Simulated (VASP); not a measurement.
# CaO (I4mm) in VASP: notebook, part 2 of 2

VASP 6.6.1. Earlier steps stand in the parts before.

## (3) Single point, LDA (all Ca atoms moved +0.375 Å, as atom 1 along Cartesian [1 0 0])

Contents of INCAR:

```
SYSTEM = CaO
  PREC = Accurate
  ENCUT = 520
  EDIFF = 1E-6
  ISMEAR = 0
  SIGMA = 0.05
  LREAL = .FALSE.
  LASPH = .TRUE.
  NELM = 80
  ALGO = Normal
  ISIF = 2
  LWAVE = .FALSE.
  LCHARG = .FALSE.
  GGA = CA
  NBANDS = 15
```

Contents of KPOINTS:

```
regular mesh
0
G
  8 8 8
  0 0 0
```

Contents of POSCAR:

```
CaO
1.0
    0.0000000000      2.4490000000      2.4490000000
    2.4490000000      0.0000000000      2.4490000000
    2.4490000000      2.4490000000      0.0000000000
Ca O
1 1
Direct
   -0.0765618620      0.0765618620      0.0765618620
    0.5000000000      0.5000000000      0.5000000000
```

Potentials or basis: VASP PAW LDA potentials, release 64 (Ca_sv, O).

Run with:

```console
cat potpaw_LDA.64/Ca_sv/POTCAR potpaw_LDA.64/O/POTCAR > POTCAR
mpirun -np 1 vasp_std > vasp.out
```

OUTCAR:

```text
SYSTEM = CaO
   PREC = Accurate
   ENCUT = 520
   EDIFF = 1E-6
   ISMEAR = 0
   LREAL = .FALSE.
   LASPH = .TRUE.
   NELM = 80
   ISIF = 2
   GGA = CA

 ion  position               nearest neighbor table
   1  0.923  0.077  0.077-   2 2.07   2 2.48   2 2.48   2 2.48   2 2.48
   2  0.500  0.500  0.500-   1 2.07   1 2.48   1 2.48   1 2.48   1 2.48

  LATTYP: Found a face centered cubic cell.
 ALAT       =     4.8980000000

  Lattice vectors:

 A1 = (   0.0000000000,   2.4490000000,   2.4490000000)
 A2 = (   2.4490000000,   0.0000000000,   2.4490000000)
 A3 = (   2.4490000000,   2.4490000000,   0.0000000000)

Analysis of symmetry for initial positions (statically):
=====================================================================
 Subroutine PRICEL returns:
 Original cell was already a primitive cell.

 Routine SETGRP: Setting up the symmetry group for a
 face centered cubic supercell.

 Subroutine GETGRP returns: Found  8 space group operations
 (whereof  8 operations were pure point group operations)
 out of a pool of 48 trial point group operations.

The static configuration has the point symmetry C_4v.

Analysis of symmetry for dynamics (positions and initial velocities):
=====================================================================
 Subroutine PRICEL returns:
 Original cell was already a primitive cell.

 Routine SETGRP: Setting up the symmetry group for a
 face centered cubic supercell.

 Subroutine GETGRP returns: Found  8 space group operations
 (whereof  8 operations were pure point group operations)
 out of a pool of 48 trial point group operations.

The dynamic configuration has the point symmetry C_4v.

 Subroutine INISYM returns: Found  8 space group operations
 (whereof  8 operations are pure point group operations),
 and found     1 'primitive' translations

----------------------------------------------------------------------------------------

                                     Primitive cell

  volume of cell :      29.3762

[... 113 lines left out ...]
   GGA     = CA    functional components
   LHFCALC =     F    Hartree Fock is set to
   AEXX    =    0.0000 exact exchange contribution
   IVDW    =     0    specifies the selected vdW correction
   LEPSILON=     F    determine dielectric tensor
   LRPA    =     F    only Hartree local field effects (RPA)
 non-spin polarized calculation
 Gauss-broadening in eV      SIGMA  =   0.05
  energy-cutoff  :      520.00
  volume of cell :       29.38
 maximum number of plane-waves:       817
 NGX is ok and might be reduce to    28
   NGX = 13   NGY = 13   NGZ = 13

 number of electron      16.0000004 magnetization

 Free energy of the ion-electron system (eV)
  ---------------------------------------------------
  ext. energy  EPLUGINS =         0.00000000
  ---------------------------------------------------
  free energy    TOTEN  =       -13.88796782 eV

  energy without entropy =      -13.88796782  energy(sigma->0) =      -13.88796782

 E-fermi :   1.7393     XC(G=0): -10.7097

 val. band max:        1.4188225004   @ k =   0.1250   0.1250   0.0000
 cond. band min:       5.2179574294   @ k =   0.0000   0.5000   0.5000
 fundamental gap:      3.7991349290
 Fermi energy:         1.7393408596

 k-point     1 :       0.0000    0.0000    0.0000
  band No.  band energies     occupation
      1     -35.4373      2.00000
      2     -16.7190      2.00000
      3     -16.5271      2.00000
      4     -16.5271      2.00000
      5     -13.3150      2.00000
      6       1.3086      2.00000
      7       1.3086      2.00000
      8       1.3342      2.00000
      9       5.6864      0.00000
     10       7.7815      0.00000
     11       8.2922      0.00000
     12       8.2922      0.00000
     13       9.2418      0.00000
     14      10.1124      0.00000
[... 401 lines left out ...]
      2     -17.3401      2.00000
      3     -16.8225      2.00000
      4     -16.6864      2.00000
      5     -12.6266      2.00000
      6      -0.1802      2.00000
      7       0.4379      2.00000
      8       0.9697      2.00000
      9       7.0255      0.00000
     10       9.1993      0.00000
     11       9.8096      0.00000
     12      10.3503      0.00000
     13      11.3969      0.00000
     14      12.5892      0.00000
     15      14.8830      0.00000

 [... further k-points ...]
[... 5 lines left out ...]
  --------------------------------------------------------------------------------------
  -------------------------------------------------------------------------------------
  Total        1.2075966     -2.0546339     -2.0546339      0.0000000     -0.0000000     -0.0000000
  in kB       65.8621829   -112.0594988   -112.0594988      0.0000000     -0.0000000     -0.0000000
  external PRESSURE =     -52.7522716 kB  Pullay stress =       0.0000000 kB

 VOLUME and BASIS-vectors are now :
 -----------------------------------------------------------------------------
  energy-cutoff  :      520.00
  volume of cell :       29.38
      direct lattice vectors                 reciprocal lattice vectors
     0.000000000  2.449000000  2.449000000    -0.204164965  0.204164965  0.204164965
     2.449000000  0.000000000  2.449000000     0.204164965 -0.204164965  0.204164965
     2.449000000  2.449000000  0.000000000     0.204164965  0.204164965 -0.204164965

 POSITION                                       TOTAL-FORCE (eV/Angst)
 -----------------------------------------------------------------------------------
      0.37500      2.44900      2.44900        -1.639317      0.000000      0.000000
      2.44900      2.44900      2.44900         1.639317      0.000000      0.000000
 -----------------------------------------------------------------------------------
    total drift:                                0.000163      0.000000      0.000000

  FREE ENERGIE OF THE ION-ELECTRON SYSTEM (eV)
  ---------------------------------------------------
  free  energy   TOTEN  =       -13.8879678199 eV

  energy  without entropy=      -13.8879678199  energy(sigma->0) =      -13.88796782
```

OSZICAR:

```text
N       E                     dE             d eps       ncg     rms          rms(c)
DAV:   1     0.111467662856E+03    0.11147E+03   -0.75681E+03  1770   0.104E+03
DAV:   2    -0.957916247411E+01   -0.12105E+03   -0.11316E+03  2141   0.285E+02
DAV:   3    -0.154624875147E+02   -0.58833E+01   -0.58297E+01  2480   0.607E+01
DAV:   4    -0.157447853588E+02   -0.28230E+00   -0.28220E+00  2309   0.110E+01
DAV:   5    -0.157461959148E+02   -0.14106E-02   -0.14105E-02  2379   0.882E-01    0.870E+00
DAV:   6    -0.140716485608E+02    0.16745E+01   -0.56717E+00  1889   0.224E+01    0.400E+00
DAV:   7    -0.139254964312E+02    0.14615E+00   -0.48533E-01  1987   0.730E+00    0.186E+00
DAV:   8    -0.138883019005E+02    0.37195E-01   -0.89825E-02  2225   0.310E+00    0.278E-01
DAV:   9    -0.138878601075E+02    0.44179E-03   -0.44645E-03  2195   0.506E-01    0.106E-01
DAV:  10    -0.138879465285E+02   -0.86421E-04   -0.23695E-04  2267   0.141E-01    0.319E-02
DAV:  11    -0.138879676057E+02   -0.21077E-04   -0.31790E-05  2379   0.502E-02    0.118E-02
DAV:  12    -0.138879678199E+02   -0.21413E-06   -0.27611E-06  1938   0.167E-02
   1 F= -.13887968E+02 E0= -.13887968E+02  d E =-.418288E-21
```

stdout:

```text
POSCAR found type information on POSCAR CaO
 POSCAR found :  2 types and       2 ions
 scaLAPACK will be used
 LDA part: xc-table for (Slater(with rela. corr.)+CA(PZ))
 , standard interpolation
 POSCAR, INCAR and KPOINTS ok, starting setup
 FFT: planning ... GRIDC
 FFT: planning ... GRID_SOFT
 FFT: planning ... GRID
 WAVECAR not read
 entering main loop
```

Run time: 13 s. Hardware: 1 thread of AMD EPYC 9R45 (Zen 5), shared host; peak memory 0.12 GiB.

What came out:

- Free energy: -13.8880 eV
- Pressure: -5.3 GPa
- Largest force: 1.639 eV/Å
- Band gap on the k mesh: 3.80 eV, indirect (least direct gap 3.99 eV)

Forces in eV/Å, atoms in the order of the input:
```
Ca  -1.639  0.000  0.000
O    1.639  0.000  0.000
```

Stress tensor (GPa, compression positive):
```
  6.59   0.00   0.00
  0.00 -11.21   0.00
  0.00   0.00 -11.21
```

Caveat: the cell differs from its parent crystal (all Ca atoms moved +0.375 Å, as atom 1 along Cartesian [1 0 0]); forces of over 1 eV/Å act on the atoms, so gaps and moduli don't describe the material at rest. A k mesh can miss the band edges.

## (4) Single point, LDA (all Ca atoms moved -0.250 Å, as atom 1 along Cartesian [1 0 0])

Contents of INCAR:

```
SYSTEM = CaO
ALGO = Normal
EDIFF = 1E-7
ENCUT = 520
ISIF = 2
ISMEAR = 0
LASPH = .TRUE.
LCHARG = .FALSE.
LREAL = .FALSE.
LWAVE = .FALSE.
NBANDS = 15
NELM = 80
PREC = Accurate
SIGMA = 0.05
```

Contents of KPOINTS:

```
k-points
0
G
  8 8 8
  0 0 0
```

Changes to POSCAR since step 3:

```diff
@@ -8,3 +8,3 @@
 Direct
-   -0.0765618620      0.0765618620      0.0765618620
+    0.0510412413     -0.0510412413     -0.0510412413
     0.5000000000      0.5000000000      0.5000000000
```

Run with:

```console
cat potpaw_LDA.64/Ca_sv/POTCAR potpaw_LDA.64/O/POTCAR > POTCAR
mpirun -np 1 vasp_std > vasp.out
```

It took 15 s on 1 thread of AMD EPYC 9R45 (Zen 5), shared host; peak memory 0.13 GiB.

It converged, with:

```
Free energy            : -14.0304 eV
Pressure               : -8.8 GPa
Largest force          : 0.733 eV/Å
Band gap on the k mesh : 3.67 eV, indirect (least direct gap 3.92 eV)
```

Forces on the atoms (eV/Å):
```
Ca   0.733  0.000  0.000
O   -0.733  0.000  0.000
```

Stress tensor (GPa, compression positive):
```
 -3.89   0.00   0.00
  0.00 -11.31   0.00
  0.00   0.00 -11.31
```

Levels at points of the mesh, in eV from the valence-band top:
```
           k point  band 6  band 7  band 8  band 9  band 10  band 11
(0.00, 0.00, 0.00)    0.00    0.00    0.00    4.24     6.20     6.43
(0.50, 0.00, 0.00)   -2.40   -0.96   -0.92    6.80     7.61     8.28
(0.50, 0.50, 0.00)   -1.19   -0.53   -0.24    4.11     7.65     8.91
(0.00, 0.50, 0.50)   -1.05   -0.24   -0.24    3.67     7.49     8.80
```

Caveat: the cell differs from its parent crystal (all Ca atoms moved -0.250 Å, as atom 1 along Cartesian [1 0 0]). A k mesh can miss the band edges.

## (5) Single point, LDA (all Ca atoms moved +0.125 Å, as atom 1 along Cartesian [1 0 0])

Contents of INCAR:

```
SYSTEM = CaO
PREC = Accurate ; ENCUT = 520
EDIFF = 1E-6 ; ISMEAR = 0
SIGMA = 0.05 ; LREAL = .False.
LASPH = .True. ; NELM = 100
ALGO = Normal ; ISIF = 2
LWAVE = .False. ; LCHARG = .True.
LELF = .True. ; LVHAR = .True.
NBANDS = 15
```

Contents of KPOINTS:

```
regular mesh
0
Gamma
  8 8 8
  0 0 0
```

Changes to POSCAR since step 4:

```diff
@@ -8,3 +8,3 @@
 Direct
-    0.0510412413     -0.0510412413     -0.0510412413
+   -0.0255206207      0.0255206207      0.0255206207
     0.5000000000      0.5000000000      0.5000000000
```

Run with:

```console
cat potpaw_LDA.64/Ca_sv/POTCAR potpaw_LDA.64/O/POTCAR > POTCAR
mpirun -np 1 vasp_std > vasp.out
```

Run time: 14 s. Hardware: 1 thread of AMD EPYC 9R45 (Zen 5), shared host; peak memory 0.13 GiB.

Results (log left out):

| Quantity | Value |
| --- | --- |
| Free energy | -14.0893 eV |
| Pressure | -10.7 GPa |
| Largest force | 0.263 eV/Å |
| Band gap on the k mesh | 3.53 eV, indirect (least direct gap 3.88 eV) |

Forces on the atoms (eV/Å):
```
Ca  -0.263  0.000  0.000
O    0.263  0.000  0.000
```

Stress tensor (GPa, compression positive):
```
 -9.46   0.00   0.00
  0.00 -11.25   0.00
  0.00   0.00 -11.25
```

Levels at points of the mesh, in eV from the valence-band top:
| k point | band 5 | band 6 | band 7 | band 8 | band 9 | band 10 | band 11 | band 12 |
| --- | --- | --- | --- | --- | --- | --- | --- | --- |
| (0.00, 0.00, 0.00) | -15.05 | 0.00 | 0.00 | 0.00 | 4.15 | 6.03 | 6.09 | 6.09 |
| (0.50, 0.00, 0.00) | -14.02 | -2.53 | -1.08 | -1.07 | 6.73 | 7.72 | 8.07 | 8.21 |
| (0.50, 0.50, 0.00) | -14.79 | -1.29 | -0.43 | -0.35 | 3.64 | 7.61 | 8.64 | 9.21 |
| (0.00, 0.50, 0.50) | -14.78 | -1.26 | -0.35 | -0.35 | 3.53 | 7.58 | 8.62 | 9.21 |

Caveat: the cell differs from its parent crystal (all Ca atoms moved +0.125 Å, as atom 1 along Cartesian [1 0 0]). A k mesh can miss the band edges.

## (6) Single point, LDA (all Ca atoms moved +0.438 Å, as atom 1 along Cartesian [1 0 0])

Contents of INCAR:

```
SYSTEM = CaO
PREC     = Accurate       ! precision mode
ENCUT    = 520            ! plane-wave cutoff, eV
EDIFF    = 1E-6           ! SCF threshold, eV
ISMEAR   = 0              ! smearing method
SIGMA    = 0.05           ! smearing width, eV
LREAL    = .False.        ! projectors in reciprocal space
LASPH    = .True.         ! aspherical terms in the spheres
NELM     = 100            ! most SCF steps
ALGO     = Normal         ! electronic algorithm
ISIF     = 2              ! what is computed and relaxed
LWAVE    = .False.        ! write WAVECAR
LCHARG   = .False.        ! write CHGCAR
NBANDS   = 15             ! bands
```

Contents of KPOINTS:

```
Automatic mesh
0
Gamma
  8 8 8
  0 0 0
```

Changes to POSCAR since step 5:

```diff
@@ -8,3 +8,3 @@
 Direct
-   -0.0255206207      0.0255206207      0.0255206207
+   -0.0893221723      0.0893221723      0.0893221723
     0.5000000000      0.5000000000      0.5000000000
```

Potentials or basis: VASP PAW LDA potentials, release 64 (Ca_sv, O).

Run with:

```console
cat potpaw_LDA.64/Ca_sv/POTCAR potpaw_LDA.64/O/POTCAR > POTCAR
mpirun -np 1 vasp_std > vasp.out
```

It took 14 s on 1 thread of AMD EPYC 9R45 (Zen 5), shared host; peak memory 0.12 GiB.

Results (log left out):

```
Free energy            : -13.7645 eV
Pressure               : -2.6 GPa
Largest force          : 2.345 eV/Å
Band gap on the k mesh : 3.85 eV, indirect (least direct gap 4.03 eV)
```

Forces on the atoms (eV/Å):
```
Ca  -2.345  0.000  0.000
O    2.345  0.000  0.000
```

Stress tensor (GPa, compression positive):
```
 14.21   0.00   0.00
  0.00 -11.04   0.00
  0.00   0.00 -11.04
```

Levels at points of the mesh, in eV from the valence-band top:
```tsv
k point	band 5	band 6	band 7	band 8	band 9	band 10	band 11	band 12
(0.00, 0.00, 0.00)	-14.64	-0.21	-0.21	-0.15	4.25	6.43	7.12	7.12
(0.50, 0.00, 0.00)	-13.65	-2.27	-0.87	-0.74	6.68	7.63	8.62	8.76
(0.50, 0.50, 0.00)	-14.28	-1.12	-0.93	-0.13	5.04	7.51	9.40	9.60
(0.00, 0.50, 0.50)	-14.15	-0.70	-0.19	-0.19	3.85	6.91	9.08	9.60
```

Caveat: the cell differs from its parent crystal (all Ca atoms moved +0.438 Å, as atom 1 along Cartesian [1 0 0]); forces of over 1 eV/Å act on the atoms, so gaps and moduli don't describe the material at rest. A k mesh can miss the band edges.
